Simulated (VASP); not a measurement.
# C in VASP: notebook

C is run at these levels: LDA; tasks: single point.

The COD entry that gives the cell may itself be a prediction, so a difference from it is no test against experiment.

Program: VASP 6.6.1. These are calculated values, not measurements. Logs are shortened: lines on timing, memory, paths and dates and some standing lists are left out, and cuts for length are marked.

### Step 1. The cell of the first run

It takes space group P6_3/mmc (No. 194, hexagonal). Conventional cell: a = 2.490 Å, b = 2.490 Å, c = 8.214 Å, α = 90.00°, β = 90.00°, γ = 120.00°. Within 2.0 Å of C (site symmetry 3m) lie 4 C at 1.53 Å. C (site symmetry 3m) has 4 C at 1.53 to 1.55 Å within 2.0 Å.

### Step 2. Single point, LDA

Input file INCAR:

```
  ALGO = Normal
  EDIFF = 1E-6
  ENCUT = 520
  GGA = CA
  ISIF = 2
  ISMEAR = 0
  LASPH = T
  LCHARG = T
  LELF = T
  LREAL = F
  LVHAR = T
  LWAVE = F
  NBANDS = 26
  NELM = 100
  PREC = Accurate
  SIGMA = 0.05
```

Input file KPOINTS:

```
k-points
0
Gamma
  12 12 4
```

Input file POSCAR:

```
C
1.0
    2.4896249417      0.0000000000      0.0000000000
   -1.2448124708      2.1560784454      0.0000000000
    0.0000000000      0.0000000000      8.2142660865
C
8
Direct
    0.0000000000      0.0000000000      0.0929365318
    0.0000000000      0.0000000000      0.5929365318
    0.0000000000      0.0000000000      0.4070634682
    0.0000000000      0.0000000000      0.9070634682
    0.3333333333      0.6666666667      0.1555443640
    0.6666666667      0.3333333333      0.6555443640
    0.3333333333      0.6666666667      0.3444556360
    0.6666666667      0.3333333333      0.8444556360
```

Potentials or basis: VASP PAW LDA potentials, release 64 (C).

The run is started by

```sh
cat potpaw_LDA.64/C/POTCAR > POTCAR
mpirun -np 1 vasp_std > vasp.out
```

OUTCAR:

```text
EDIFF = 1E-6
   ENCUT = 520
   GGA = CA
   ISIF = 2
   ISMEAR = 0
   LASPH = T
   LREAL = F
   NELM = 100
   PREC = Accurate

 ion  position               nearest neighbor table
   1  0.000  0.000  0.093-   5 1.53   5 1.53   5 1.53   4 1.53
   2  0.000  0.000  0.593-   6 1.53   6 1.53   6 1.53   3 1.53
   3  0.000  0.000  0.407-   7 1.53   7 1.53   7 1.53   2 1.53
   4  0.000  0.000  0.907-   8 1.53   8 1.53   8 1.53   1 1.53
   5  0.333  0.667  0.156-   1 1.53   1 1.53   1 1.53   7 1.55
   6  0.667  0.333  0.656-   2 1.53   2 1.53   2 1.53   8 1.55
   7  0.333  0.667  0.344-   3 1.53   3 1.53   3 1.53   5 1.55
   8  0.667  0.333  0.844-   4 1.53   4 1.53   4 1.53   6 1.55

  LATTYP: Found a hexagonal cell.
 ALAT       =     2.4896249417
 C/A-ratio  =     3.2993990175

  Lattice vectors:

 A1 = (   2.4896249417,   0.0000000000,   0.0000000000)
 A2 = (  -1.2448124708,   2.1560784454,   0.0000000000)
 A3 = (   0.0000000000,   0.0000000000,   8.2142660865)

Analysis of symmetry for initial positions (statically):
=====================================================================
 Subroutine PRICEL returns:
 Original cell was already a primitive cell.

 Routine SETGRP: Setting up the symmetry group for a
 hexagonal supercell.

 Subroutine GETGRP returns: Found 24 space group operations
 (whereof 12 operations were pure point group operations)
 out of a pool of 24 trial point group operations.

The static configuration has the point symmetry D_3d.
 The point group associated with its full space group is D_6h.

Analysis of symmetry for dynamics (positions and initial velocities):
=====================================================================
 Subroutine PRICEL returns:
 Original cell was already a primitive cell.

 Routine SETGRP: Setting up the symmetry group for a
 hexagonal supercell.

 Subroutine GETGRP returns: Found 24 space group operations
 (whereof 12 operations were pure point group operations)
 out of a pool of 24 trial point group operations.

The dynamic configuration has the point symmetry D_3d.
 The point group associated with its full space group is D_6h.

 Subroutine INISYM returns: Found 24 space group operations
 (whereof 12 operations are pure point group operations),
 and found     1 'primitive' translations

----------------------------------------------------------------------------------------

                                     Primitive cell

  volume of cell :      44.0928

  direct lattice vectors                    reciprocal lattice vectors
     2.489624942  0.000000000  0.000000000     0.401666927  0.231902508  0.000000000
    -1.244812471  2.156078445  0.000000000     0.000000000  0.463805017  0.000000000
     0.000000000  0.000000000  8.214266087     0.000000000  0.000000000  0.121739421

  length of vectors
     2.489624942  2.489624942  8.214266087     0.463805017  0.463805017  0.121739421

  position of ions in fractional coordinates (direct lattice)
     0.000000000  0.000000000  0.092936532
     0.000000000  0.000000000  0.592936532
     0.000000000  0.000000000  0.407063468
     0.000000000  0.000000000  0.907063468
     0.333333333  0.666666667  0.155544364
     0.666666667  0.333333333  0.655544364
     0.333333333  0.666666667  0.344455636
     0.666666667  0.333333333  0.844455636

  ion indices of the primitive-cell ions
   primitive index   ion index
                 1           1
                 2           2
                 3           3
                 4           4
                 5           5
                 6           6
                 7           7
                 8           8

----------------------------------------------------------------------------------------

 KPOINTS: k-points

Automatic generation of k-mesh.
 Grid dimensions read from file:
 generate k-points for:   12   12    4

 Generating k-lattice:

  Cartesian coordinates                     Fractional coordinates (reciprocal lattice)
     0.033472244  0.019325209  0.000000000     0.083333333 -0.000000000  0.000000000
     0.000000000  0.038650418  0.000000000     0.000000000  0.083333333  0.000000000
     0.000000000  0.000000000  0.030434855     0.000000000  0.000000000  0.250000000

  Length of vectors
     0.038650418  0.038650418  0.030434855

  Shift w.r.t. Gamma in fractional coordinates (k-lattice)
     0.000000000  0.000000000  0.000000000

 Subroutine IBZKPT returns following result:
 ===========================================

 Found     57 irreducible k-points:

 Following reciprocal coordinates:
            Coordinates               Weight
  0.000000  0.000000  0.000000      1.000000
  0.083333  0.000000  0.000000      6.000000
  0.166667  0.000000  0.000000      6.000000
  0.250000  0.000000  0.000000      6.000000
  0.333333  0.000000  0.000000      6.000000
  0.416667  0.000000  0.000000      6.000000
[... 16 lines left out ...]
  0.250000  0.000000  0.250000     12.000000
  0.333333  0.000000  0.250000     12.000000
 [... further k-points ...]
   k-points           NKPTS =     57   k-points in BZ     NKDIM =     57   number of bands    NBANDS=     26
   number of dos      NEDOS =    301   number of ions     NIONS =      8
   total plane-waves  NPLWV =  25600
   dimension x,y,z NGX =    20 NGY =   20 NGZ =   64
   dimension x,y,z NGXF=    40 NGYF=   40 NGZF=  128
   ions per type =               8
   NGX,Y,Z   is equivalent  to a cutoff of  13.36, 13.36, 12.95 a.u.
   NGXF,Y,Z  is equivalent  to a cutoff of  26.71, 26.71, 25.91 a.u.
 SYSTEM =  unknown system
   PREC   = accura    normal or accurate (medium, high low for compatibility)
   ISTART =      0    job   : 0-new  1-cont  2-samecut
   ICHARG =      2    charge: 1-file 2-atom 10-const
   ISPIN  =      1    spin polarized calculation?
   LNONCOLLINEAR =      F non collinear calculations
   LSORBIT =      F    spin-orbit coupling
   LASPH  =      T    aspherical Exc in radial PAW
   ENCUT  =  520.0 eV  38.22 Ry    6.18 a.u.   4.63  4.63 15.27*2*pi/ulx,y,z
   NELM   =    100;   NELMIN=  2; NELMDL= -5     # of ELM steps
   EDIFF  = 0.1E-05   stopping-criterion for ELM
   LREAL  =      F    real-space projection
   EDIFFG = 0.1E-04   stopping-criterion for IOM
   NSW    =      0    number of steps for IOM
   IBRION =     -1    ionic relax: 0-MD 1-quasi-New 2-CG
   NFREE  =      0    steps in history (QN), initial steepest desc. (CG)
   ISIF   =      2    stress and relaxation
   ISYM   =      2    0-nonsym 1-usesym 2-fastsym
   POTIM  = 0.5000    time-step for ionic-motion
   TEBEG  =    0.0;   TEEND  =   0.0 temperature during run
   PSTRESS=    0.0 pullay stress
   NELECT =      32.0000    total number of electrons
   NUPDOWN=      -1.0000    fix difference up-down
   EMIN   =  10.00;   EMAX   =-10.00  energy-range for DOS
   EFERMI =   0.00;   METHOD = LEGACY
   ISMEAR =     0;   SIGMA  =   0.05  broadening in eV -4-tet -1-fermi 0-gaus
   EFERMI_NEDOS =   21; number of points for ismear=-14 and -15
   IALGO  =     38    algorithm
   IMIX   =      4    mixing-type and parameters
     AMIX     =   0.40;   BMIX     =  1.00
     AMIX_MAG =   1.60;   BMIX_MAG =  1.00
  volume/ion in A,a.u.               =       5.51        37.19
  Fermi-wavevector in a.u.,A,eV,Ry     =   1.471191  2.780148 29.448492  2.164403
  Thomas-Fermi vector in A             =   2.586357
   LORBIT       =      0    0 simple, 1 ext, 2 COOP (PROOUT), +10 PAW based schemes
   GGA     = CA    functional components
   LHFCALC =     F    Hartree Fock is set to
   AEXX    =    0.0000 exact exchange contribution
   IVDW    =     0    specifies the selected vdW correction
   LEPSILON=     F    determine dielectric tensor
   LRPA    =     F    only Hartree local field effects (RPA)
 non-spin polarized calculation
 Gauss-broadening in eV      SIGMA  =   0.05
  energy-cutoff  :      520.00
  volume of cell :       44.09
 maximum number of plane-waves:      1204
 NGX is ok and might be reduce to    20
   NGX =  9   NGY =  9   NGZ = 31

 number of electron      31.9999997 magnetization

 Free energy of the ion-electron system (eV)
  ---------------------------------------------------
  ext. energy  EPLUGINS =         0.00000000
  ---------------------------------------------------
  free energy    TOTEN  =       -80.90798041 eV

  energy without entropy =      -80.90798041  energy(sigma->0) =      -80.90798041

 E-fermi :  10.4947     XC(G=0): -13.6364

 val. band max:       10.2870556043   @ k =   0.0000   0.0000   0.0000
 cond. band min:      14.8719513639   @ k =   0.4167   0.0000   0.0000
 fundamental gap:      4.5848957596
 Fermi energy:        10.4947243136

 k-point     1 :       0.0000    0.0000    0.0000
  band No.  band energies     occupation
      1     -11.5701      2.00000
      2      -9.8968      2.00000
      3      -9.7898      2.00000
      4      -5.6753      2.00000
      5      -3.5484      2.00000
      6       3.3410      2.00000
[... 18 lines left out ...]
     25      18.8011      0.00000
     26      19.3595      0.00000

 k-point     2 :       0.0833    0.0000    0.0000
  band No.  band energies     occupation
      1     -11.3951      2.00000
      2      -9.7243      2.00000
      3      -9.6180      2.00000
      4      -5.5207      2.00000
      5      -3.3825      2.00000
      6       3.4313      2.00000
[... 18 lines left out ...]
     25      19.1897      0.00000
     26      19.7090      0.00000

 k-point     3 :       0.1667    0.0000    0.0000
  band No.  band energies     occupation
      1     -10.8715      2.00000
      2      -9.2085      2.00000
      3      -9.1047      2.00000
      4      -5.0592      2.00000
      5      -2.8959      2.00000
      6       3.6284      2.00000
[... 18 lines left out ...]
     25      19.8030      0.00000
     26      20.8660      0.00000

 k-point     4 :       0.2500    0.0000    0.0000
  band No.  band energies     occupation
      1     -10.0057      2.00000
      2      -8.3564      2.00000
      3      -8.2581      2.00000
      4      -4.2976      2.00000
      5      -2.1380      2.00000
      6       1.9405      2.00000
[... 18 lines left out ...]
     25      21.1515      0.00000
     26      21.1831      0.00000

 k-point     5 :       0.3333    0.0000    0.0000
  band No.  band energies     occupation
      1      -8.8111      2.00000
      2      -7.1833      2.00000
      3      -7.0995      2.00000
      4      -3.2602      2.00000
      5      -1.4949      2.00000
      6      -0.2386      2.00000
[... 18 lines left out ...]
     25      21.7846      0.00000
     26      22.2454      0.00000

 k-point     6 :       0.4167    0.0000    0.0000
  band No.  band energies     occupation
      1      -7.3273      2.00000
      2      -5.7373      2.00000
      3      -5.7264      2.00000
      4      -2.9786      2.00000
      5      -2.2410      2.00000
      6      -1.6149      2.00000
[... 427 lines left out ...]
 k-point    21 :       0.0833    0.0000    0.2500
  band No.  band energies     occupation
      1     -11.2865      2.00000
      2     -10.4226      2.00000
      3      -8.7180      2.00000
      4      -6.3440      2.00000
      5      -2.3815      2.00000
      6       1.3790      2.00000
[... 18 lines left out ...]
     25      19.1939      0.00000
     26      19.7464      0.00000

 k-point    22 :       0.1667    0.0000    0.2500
  band No.  band energies     occupation
      1     -10.7635      2.00000
      2      -9.9038      2.00000
      3      -8.2102      2.00000
      4      -5.8623      2.00000
      5      -1.9237      2.00000
      6       1.7176      2.00000
[... 18 lines left out ...]
     25      20.4352      0.00000
     26      21.0217      0.00000

 k-point    23 :       0.2500    0.0000    0.2500
  band No.  band energies     occupation
      1      -9.8984      2.00000
      2      -9.0463      2.00000
      3      -7.3729      2.00000
      4      -5.0708      2.00000
      5      -1.2217      2.00000
      6       1.8764      2.00000
[... 18 lines left out ...]
     25      20.6232      0.00000
     26      22.0795      0.00000

 k-point    24 :       0.3333    0.0000    0.2500
  band No.  band energies     occupation
      1      -8.7054      2.00000
      2      -7.8664      2.00000
      3      -6.2284      2.00000
      4      -4.0018      2.00000
      5      -0.9427      2.00000
      6      -0.0055      2.00000
[... 18 lines left out ...]
     25      20.9026      0.00000
     26      22.7115      0.00000

 [... further k-points ...]

------------------------ aborting loop because EDIFF is reached ----------------------------------------

  FORCE on cell =-STRESS in cart. coord.  units (eV):
  Direction    XX          YY          ZZ          XY          YZ          ZX
  --------------------------------------------------------------------------------------
  -------------------------------------------------------------------------------------
  Total        0.4786875      0.4786875      0.4601425      0.0000000      0.0000000      0.0000000
  in kB       17.3938380     17.3938380     16.7199759      0.0000000      0.0000000      0.0000000
  external PRESSURE =      17.1692173 kB  Pullay stress =       0.0000000 kB

 VOLUME and BASIS-vectors are now :
 -----------------------------------------------------------------------------
  energy-cutoff  :      520.00
  volume of cell :       44.09
      direct lattice vectors                 reciprocal lattice vectors
     2.489624942  0.000000000  0.000000000     0.401666927  0.231902508  0.000000000
    -1.244812471  2.156078445  0.000000000     0.000000000  0.463805017  0.000000000
     0.000000000  0.000000000  8.214266087     0.000000000  0.000000000  0.121739421

 POSITION                                       TOTAL-FORCE (eV/Angst)
 -----------------------------------------------------------------------------------
      0.00000      0.00000      0.76341        -0.000000      0.000000     -0.000728
      0.00000      0.00000      4.87054         0.000000     -0.000000     -0.000728
      0.00000      0.00000      3.34373        -0.000000      0.000000      0.000728
      0.00000      0.00000      7.45086         0.000000     -0.000000      0.000728
     -0.00000      1.43739      1.27768         0.000000     -0.000000      0.004499
      1.24481      0.71869      5.38482        -0.000000      0.000000      0.004499
     -0.00000      1.43739      2.82945         0.000000     -0.000000     -0.004499
      1.24481      0.71869      6.93658         0.000000      0.000000     -0.004499
 -----------------------------------------------------------------------------------
    total drift:                                0.000000     -0.000000      0.000000

  FREE ENERGIE OF THE ION-ELECTRON SYSTEM (eV)
  ---------------------------------------------------
  free  energy   TOTEN  =       -80.9079804072 eV

  energy  without entropy=      -80.9079804072  energy(sigma->0) =      -80.90798041
```

It took 56 s on 1 thread of Intel Xeon Platinum 8259CL at 2.50GHz (Skylake/Cascade Lake), shared host; peak memory 0.16 GiB.

What came out:

```yaml
Free_energy: -80.9080 eV
Pressure: 1.7 GPa
Largest_force: 0.004 eV/Å
Band_gap_on_the_k_mesh: 4.58 eV, indirect (least direct gap 5.32 eV)
```

Forces in eV/Å, atoms in the order of the input:
```
C    0.000  0.000 -0.001
C    0.000  0.000 -0.001
C    0.000  0.000  0.001
C    0.000  0.000  0.001
C    0.000  0.000  0.004
C    0.000  0.000  0.004
C    0.000  0.000 -0.004
C    0.000  0.000 -0.004
```

Levels at points of the mesh, in eV from the valence-band top:
| k point | band 13 | band 14 | band 15 | band 16 | band 17 | band 18 | band 19 | band 20 |
| --- | --- | --- | --- | --- | --- | --- | --- | --- |
| (0.00, 0.00, 0.00) | -1.77 | -0.24 | 0.00 | 0.00 | 5.32 | 5.32 | 5.49 | 7.16 |
| (0.50, 0.00, 0.00) | -5.06 | -4.77 | -3.78 | -3.03 | 4.64 | 5.64 | 6.03 | 6.04 |
| (0.00, 0.00, 0.50) | -0.67 | -0.67 | -0.67 | -0.67 | 6.11 | 6.11 | 6.11 | 6.11 |
| (0.50, 0.00, 0.50) | -4.84 | -4.84 | -3.76 | -3.76 | 4.98 | 4.98 | 6.98 | 6.98 |

A k mesh can miss the band edges. A hybrid or GW would open this gap; LDA tends to underestimate it.

[end of part 1 of 2]
